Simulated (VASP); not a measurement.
# Cu (Fm-3m) in VASP: further runs

Cu is run at these levels: PBE, r2SCAN; tasks: relaxation of cell and atoms.

Everything below comes from runs of VASP 6.6.1. Logs are shortened: lines on timing, memory, paths and dates and some standing lists are left out, and cuts for length are marked.

## (1) The cell of the first run

It takes space group Fm-3m (No. 225, cubic). The conventional cell has a = 3.615 Å, b = 3.615 Å, c = 3.615 Å, α = 90.00°, β = 90.00°, γ = 90.00°. Cu (site symmetry m-3m) has 12 Cu at 2.56 Å within 3.4 Å.

## (2) Relaxation of cell and atoms, PBE

INCAR

```
PREC = Accurate
ENCUT = 600
EDIFF = 1E-6
ISMEAR = -1
SIGMA = 0.02
LREAL = False
LASPH = True
NELM = 80
ALGO = Normal
ISIF = 3
LWAVE = False
LCHARG = False
GGA = PE
IBRION = 2
NSW = 80
EDIFFG = -0.005
```

KPOINTS

```
Automatic mesh
0
Gamma
  10 10 10
```

POSCAR

```
Cu
1.0
    0.0000000000      1.8075000000      1.8075000000
    1.8075000000      0.0000000000      1.8075000000
    1.8075000000      1.8075000000      0.0000000000
Cu
1
Direct
    0.0000000000      0.0000000000      0.0000000000
```

Potentials or basis: VASP PAW PBE potentials, release 64 (Cu).

On the command line:

```console
> cat potpaw_PBE.64/Cu/POTCAR > POTCAR
> mpirun -np 1 vasp_std > vasp.out
```

OUTCAR:

```text
PREC = Accurate
   ENCUT = 600
   EDIFF = 1E-6
   ISMEAR = -1
   LREAL = False
   LASPH = True
   NELM = 80
   ISIF = 3
   GGA = PE
   IBRION = 2
   NSW = 80
   EDIFFG = -0.005

 ion  position               nearest neighbor table
   1  0.000  0.000  0.000-

  LATTYP: Found a face centered cubic cell.
 ALAT       =     3.6150000000

  Lattice vectors:

 A1 = (   0.0000000000,   1.8075000000,   1.8075000000)
 A2 = (   1.8075000000,   0.0000000000,   1.8075000000)
 A3 = (   1.8075000000,   1.8075000000,   0.0000000000)

Analysis of symmetry for initial positions (statically):
=====================================================================
 Subroutine PRICEL returns:
 Original cell was already a primitive cell.

 Routine SETGRP: Setting up the symmetry group for a
 face centered cubic supercell.

 Subroutine GETGRP returns: Found 48 space group operations
 (whereof 48 operations were pure point group operations)
 out of a pool of 48 trial point group operations.

The static configuration has the point symmetry O_h .

Analysis of symmetry for dynamics (positions and initial velocities):
=====================================================================
 Subroutine PRICEL returns:
 Original cell was already a primitive cell.

 Routine SETGRP: Setting up the symmetry group for a
 face centered cubic supercell.

 Subroutine GETGRP returns: Found 48 space group operations
 (whereof 48 operations were pure point group operations)
 out of a pool of 48 trial point group operations.

The dynamic configuration has the point symmetry O_h .

 Subroutine INISYM returns: Found 48 space group operations
 (whereof 48 operations are pure point group operations),
 and found     1 'primitive' translations

----------------------------------------------------------------------------------------

                                     Primitive cell

  volume of cell :      11.8104

  direct lattice vectors                    reciprocal lattice vectors
     0.000000000  1.807500000  1.807500000    -0.276625173  0.276625173  0.276625173
     1.807500000  0.000000000  1.807500000     0.276625173 -0.276625173  0.276625173
     1.807500000  1.807500000  0.000000000     0.276625173  0.276625173 -0.276625173

  length of vectors
     2.556191014  2.556191014  2.556191014     0.479128854  0.479128854  0.479128854

  position of ions in fractional coordinates (direct lattice)
     0.000000000  0.000000000  0.000000000

  ion indices of the primitive-cell ions
   primitive index   ion index
                 1           1

----------------------------------------------------------------------------------------

 KPOINTS: Automatic mesh

Automatic generation of k-mesh.
 Grid dimensions read from file:
 generate k-points for:   10   10   10

 Generating k-lattice:

  Cartesian coordinates                     Fractional coordinates (reciprocal lattice)
    -0.027662517  0.027662517  0.027662517     0.100000000  0.000000000  0.000000000
     0.027662517 -0.027662517  0.027662517     0.000000000  0.100000000  0.000000000
     0.027662517  0.027662517 -0.027662517     0.000000000  0.000000000  0.100000000

  Length of vectors
     0.047912885  0.047912885  0.047912885

  Shift w.r.t. Gamma in fractional coordinates (k-lattice)
     0.000000000  0.000000000  0.000000000

 Subroutine IBZKPT returns following result:
 ===========================================

 Found     47 irreducible k-points:

 Following reciprocal coordinates:
            Coordinates               Weight
  0.000000  0.000000  0.000000      1.000000
  0.100000  0.000000  0.000000      8.000000
  0.200000  0.000000  0.000000      8.000000
  0.300000  0.000000  0.000000      8.000000
  0.400000  0.000000  0.000000      8.000000
  0.500000  0.000000  0.000000      4.000000
[... 16 lines left out ...]
  0.300000  0.300000  0.000000      6.000000
  0.400000  0.300000  0.000000     24.000000
 [... further k-points ...]
   k-points           NKPTS =     47   k-points in BZ     NKDIM =     47   number of bands    NBANDS=      9
   number of dos      NEDOS =    301   number of ions     NIONS =      1
   total plane-waves  NPLWV =   8000
   dimension x,y,z NGX =    20 NGY =   20 NGZ =   20
   dimension x,y,z NGXF=    40 NGYF=   40 NGZF=   40
   ions per type =               1
   NGX,Y,Z   is equivalent  to a cutoff of  13.01, 13.01, 13.01 a.u.
   NGXF,Y,Z  is equivalent  to a cutoff of  26.01, 26.01, 26.01 a.u.
 SYSTEM =  unknown system
   PREC   = accura    normal or accurate (medium, high low for compatibility)
   ISTART =      0    job   : 0-new  1-cont  2-samecut
   ICHARG =      2    charge: 1-file 2-atom 10-const
   ISPIN  =      1    spin polarized calculation?
   LNONCOLLINEAR =      F non collinear calculations
   LSORBIT =      F    spin-orbit coupling
   LASPH  =      T    aspherical Exc in radial PAW
   ENCUT  =  600.0 eV  44.10 Ry    6.64 a.u.   5.11  5.11  5.11*2*pi/ulx,y,z
   NELM   =     80;   NELMIN=  2; NELMDL= -5     # of ELM steps
   EDIFF  = 0.1E-05   stopping-criterion for ELM
   LREAL  =      F    real-space projection
   EDIFFG = -.5E-02   stopping-criterion for IOM
   NSW    =     80    number of steps for IOM
   IBRION =      2    ionic relax: 0-MD 1-quasi-New 2-CG
   NFREE  =      1    steps in history (QN), initial steepest desc. (CG)
   ISIF   =      3    stress and relaxation
   ISYM   =      2    0-nonsym 1-usesym 2-fastsym
   POTIM  = 0.5000    time-step for ionic-motion
   TEBEG  =    0.0;   TEEND  =   0.0 temperature during run
   PSTRESS=    0.0 pullay stress
   NELECT =      11.0000    total number of electrons
   NUPDOWN=      -1.0000    fix difference up-down
   EMIN   =  10.00;   EMAX   =-10.00  energy-range for DOS
   EFERMI =   0.00;   METHOD = LEGACY
   ISMEAR =    -1;   SIGMA  =   0.02  broadening in eV -4-tet -1-fermi 0-gaus
   EFERMI_NEDOS =   21; number of points for ismear=-14 and -15
   IALGO  =     38    algorithm
   IMIX   =      4    mixing-type and parameters
     AMIX     =   0.40;   BMIX     =  1.00
     AMIX_MAG =   1.60;   BMIX_MAG =  1.00
  volume/ion in A,a.u.               =      11.81        79.70
  Fermi-wavevector in a.u.,A,eV,Ry     =   1.598763  3.021224 34.777078  2.556043
  Thomas-Fermi vector in A             =   2.696162
   LORBIT       =      0    0 simple, 1 ext, 2 COOP (PROOUT), +10 PAW based schemes
   GGA     = PE    functional components
   LHFCALC =     F    Hartree Fock is set to
   AEXX    =    0.0000 exact exchange contribution
   IVDW    =     0    specifies the selected vdW correction
   LEPSILON=     F    determine dielectric tensor
   LRPA    =     F    only Hartree local field effects (RPA)
 conjugate gradient relaxation of ions
 non-spin polarized calculation
  energy-cutoff  :      600.00
  volume of cell :       11.81
 maximum number of plane-waves:       411
   NGX = 11   NGY = 11   NGZ = 11

--------------------------------------- Ionic step        1  -------------------------------------------

 number of electron      11.0000001 magnetization

 Free energy of the ion-electron system (eV)
  ---------------------------------------------------
  ext. energy  EPLUGINS =         0.00000000
  ---------------------------------------------------
  free energy    TOTEN  =        -3.71217057 eV

  energy without entropy =       -3.71126993  energy(sigma->0) =       -3.71172025

------------------------ aborting loop because EDIFF is reached ----------------------------------------

  FORCE on cell =-STRESS in cart. coord.  units (eV):
  Direction    XX          YY          ZZ          XY          YZ          ZX
  --------------------------------------------------------------------------------------
  -------------------------------------------------------------------------------------
  Total        0.2006252      0.2006252      0.2006252      0.0000000      0.0000000      0.0000000
  in kB       27.2164314     27.2164314     27.2164314      0.0000000      0.0000000      0.0000000
  external PRESSURE =      27.2164314 kB  Pullay stress =       0.0000000 kB

 VOLUME and BASIS-vectors are now :
 -----------------------------------------------------------------------------
  energy-cutoff  :      600.00
  volume of cell :       11.81
      direct lattice vectors                 reciprocal lattice vectors
     0.000000000  1.807500000  1.807500000    -0.276625173  0.276625173  0.276625173
     1.807500000  0.000000000  1.807500000     0.276625173 -0.276625173  0.276625173
     1.807500000  1.807500000  0.000000000     0.276625173  0.276625173 -0.276625173
[... 36 lines left out ...]
 POSITION                                       TOTAL-FORCE (eV/Angst)
 -----------------------------------------------------------------------------------
      0.00000      0.00000      0.00000         0.000000      0.000000      0.000000
 -----------------------------------------------------------------------------------
    total drift:                                0.000000      0.000000      0.000000

  FREE ENERGIE OF THE ION-ELECTRON SYSTEM (eV)
  ---------------------------------------------------
  free  energy   TOTEN  =        -3.7133546357 eV

  energy  without entropy=       -3.7126660294  energy(sigma->0) =       -3.71301033

--------------------------------------- Ionic step        3  -------------------------------------------

 number of electron      10.9999995 magnetization

 Free energy of the ion-electron system (eV)
  ---------------------------------------------------
  ext. energy  EPLUGINS =         0.00000000
  ---------------------------------------------------
  free energy    TOTEN  =        -3.71392161 eV

  energy without entropy =       -3.71317410  energy(sigma->0) =       -3.71354786

 E-fermi :   7.2489     XC(G=0): -12.6212

 val. band max:        7.1615849187   @ k =   0.5000   0.2000   0.1000
 cond. band min:       7.2640384484   @ k =   0.5000   0.1000   0.0000
 fundamental gap:      0.1024535298
 Fermi energy:         7.2488818204

 k-point     1 :       0.0000    0.0000    0.0000
  band No.  band energies     occupation
      1      -1.8508      2.00000
      2       4.3946      2.00000
      3       4.3946      2.00000
      4       4.3946      2.00000
      5       5.1942      2.00000
      6       5.1942      2.00000
      7      29.8126      0.00000
      8      32.3174      0.00000
      9      32.3174      0.00000

 k-point     2 :       0.1000    0.0000    0.0000
  band No.  band energies     occupation
      1      -1.4930      2.00000
      2       4.3234      2.00000
      3       4.4571      2.00000
      4       4.4571      2.00000
      5       5.1723      2.00000
      6       5.1723      2.00000
      7      27.2419      0.00000
      8      30.5124      0.00000
      9      31.4228      0.00000
[... 253 lines left out ...]
 k-point    24 :       0.4000    0.3000    0.0000
  band No.  band energies     occupation
      1       2.4705      2.00000
      2       3.3581      2.00000
      3       4.9104      2.00000
      4       5.3291      2.00000
      5       5.7158      2.00000
      6       6.3246      2.00000
      7      19.3582      0.00000
      8      20.1548      0.00000
      9      22.1341      0.00000

 [... further k-points ...]

------------------------ aborting loop because EDIFF is reached ----------------------------------------

  FORCE on cell =-STRESS in cart. coord.  units (eV):
  Direction    XX          YY          ZZ          XY          YZ          ZX
  --------------------------------------------------------------------------------------
  -------------------------------------------------------------------------------------
  Total        0.0022488      0.0022488      0.0022488     -0.0000000     -0.0000000      0.0000000
  in kB        0.2995985      0.2995985      0.2995985     -0.0000000     -0.0000000      0.0000000
  external PRESSURE =       0.2995985 kB  Pullay stress =       0.0000000 kB

 VOLUME and BASIS-vectors are now :
 -----------------------------------------------------------------------------
  energy-cutoff  :      600.00
  volume of cell :       12.03
      direct lattice vectors                 reciprocal lattice vectors
     0.000000000  1.818420410  1.818420410    -0.274963918  0.274963918  0.274963918
     1.818420410  0.000000000  1.818420410     0.274963918 -0.274963918  0.274963918
     1.818420410  1.818420410 -0.000000000     0.274963918  0.274963918 -0.274963918

 POSITION                                       TOTAL-FORCE (eV/Angst)
 -----------------------------------------------------------------------------------
      0.00000      0.00000      0.00000        -0.000000     -0.000000     -0.000000
 -----------------------------------------------------------------------------------
    total drift:                                0.000000      0.000000      0.000000

  FREE ENERGIE OF THE ION-ELECTRON SYSTEM (eV)
  ---------------------------------------------------
  free  energy   TOTEN  =        -3.7139216125 eV

  energy  without entropy=       -3.7131741035  energy(sigma->0) =       -3.71354786

 reached required accuracy - stopping structural energy minimisation
```

It took 24 s on 1 thread of Intel Xeon 8259CL, shared host; peak memory 0.13 GiB.

What came out:

* Free energy: -3.7139 eV
* Relaxed volume: 12.03 Å³/atom
* Relaxed cell: a = 2.572 Å, b = 2.572 Å, c = 2.572 Å, α = 60.00°, β = 60.00°, γ = 60.00°
* Space group after relaxing (to 0.05 Å): Fm-3m (No. 225)
* Energy gained by relaxing: 1.8 meV/atom
* Ionic steps: 3
* Pressure after relaxing: 0.0 GPa

Step by step:
```tsv
step	energy change (eV)	largest force (eV/Å)	pressure (GPa)	volume (Å³)
1	0.0000	0.0000	2.72	11.81
2	-0.0012	0.0000	-1.39	12.16
3	-0.0018	0.0000	0.03	12.03
```

Final structure:
```
Cu
1.0
     0.00000    1.81842    1.81842
     1.81842    0.00000    1.81842
     1.81842    1.81842    0.00000
Cu
1
Direct
  0.00000 0.00000 0.00000
```

Levels at points of the mesh, in eV from the Fermi level:
```tsv
k point	band 2	band 3	band 4	band 5	band 6	band 7	band 8	band 9
(0.00, 0.00, 0.00)	-2.85	-2.85	-2.85	-2.05	-2.05	22.56	25.07	25.07
(0.50, 0.00, 0.00)	-2.89	-2.89	-1.50	-1.50	-0.84	3.78	21.06	21.91
(0.50, 0.50, 0.00)	-4.21	-1.52	-1.36	-1.36	1.63	7.10	13.06	13.06
```

## (3) Relaxation of cell and atoms, r2SCAN

This run uses another cell than the first one, of 11.98 Å³/atom, 1.014 times its volume.

POSCAR

```
Cu
1.0
    0.0000000000      1.8159438355      1.8159438355
    1.8159438355      0.0000000000      1.8159438355
    1.8159438355      1.8159438355      0.0000000000
Cu
1
Direct
    0.0000000000      0.0000000000      0.0000000000
```

INCAR.step1

```
SYSTEM = Cu
PREC = Accurate ; ENCUT = 600
ISMEAR = -1 ; SIGMA = 0.02
LREAL = .FALSE. ; LASPH = .TRUE.
NELM = 60 ; GGA = PE
ALGO = Normal ; EDIFF = 1E-4
LWAVE = .TRUE. ; LCHARG = .FALSE.
```

INCAR.step2

```
SYSTEM = Cu
PREC = Accurate ; ENCUT = 600
EDIFF = 1E-6 ; ISMEAR = -1
SIGMA = 0.02 ; LREAL = .FALSE.
LASPH = .TRUE. ; NELM = 60
ALGO = Normal ; ISIF = 3
LWAVE = .FALSE. ; LCHARG = .FALSE.
METAGGA = R2SCAN ; LMIXTAU = .TRUE.
IBRION = 2 ; NSW = 80
EDIFFG = -0.005 ; ISTART = 1
```

KPOINTS

```
Automatic mesh
0
G
  10 10 10
  0 0 0
```

Potentials or basis: VASP PAW PBE potentials, release 64 (Cu).

On the command line:

```console
> cat potpaw_PBE.64/Cu/POTCAR > POTCAR
> cp INCAR.step1 INCAR
> mpirun -np 1 vasp_std > vasp.out
> cp INCAR.step2 INCAR
> mpirun -np 1 vasp_std > vasp.out
```

It took 2.8 min on 1 thread of Intel Xeon 8259CL, shared host; peak memory 0.15 GiB.

The run converged. Its results:

```yaml
Free_energy: -10.8119 eV
Relaxed_volume: 11.50 Å³/atom
Relaxed_cell: a = 2.533 Å, b = 2.533 Å, c = 2.533 Å, α = 60.00°, β = 60.00°, γ = 60.00°
Space_group_after_relaxing_to_0.05_Å: Fm-3m (No. 225)
Energy_gained_by_relaxing: 8.8 meV/atom
Ionic_steps: 4
Pressure_after_relaxing: 0.1 GPa
```

The path:
| step | energy change (eV) | largest force (eV/Å) | pressure (GPa) | volume (Å³) |
| --- | --- | --- | --- | --- |
| 1 | 0.0000 | 0.0000 | -5.94 | 11.98 |
| 2 | -0.0053 | 0.0000 | 4.08 | 11.22 |
| 3 | -0.0088 | 0.0000 | -0.14 | 11.51 |
| 4 | -0.0088 | 0.0000 | 0.06 | 11.50 |

Final structure:
```
Cu
1.0
     0.00000    1.79145    1.79145
     1.79145    0.00000    1.79145
     1.79145    1.79145    0.00000
Cu
1
Cartesian
  1.7914 1.7914 3.5829
```

Levels at points of the mesh, in eV from the Fermi level:
```tsv
k point	band 4	band 5	band 6	band 7	band 8	band 9
(0.00, 0.00, 0.00)	-3.06	-2.21	-2.21	23.77	27.02	27.02
(0.50, 0.00, 0.00)	-1.60	-1.60	-0.97	4.28	22.26	23.74
(0.50, 0.50, 0.00)	-1.44	-1.44	1.73	7.79	14.14	14.14
```

Caveat: the PAW data sets were made with another functional, which shifts forces and pressure a little.
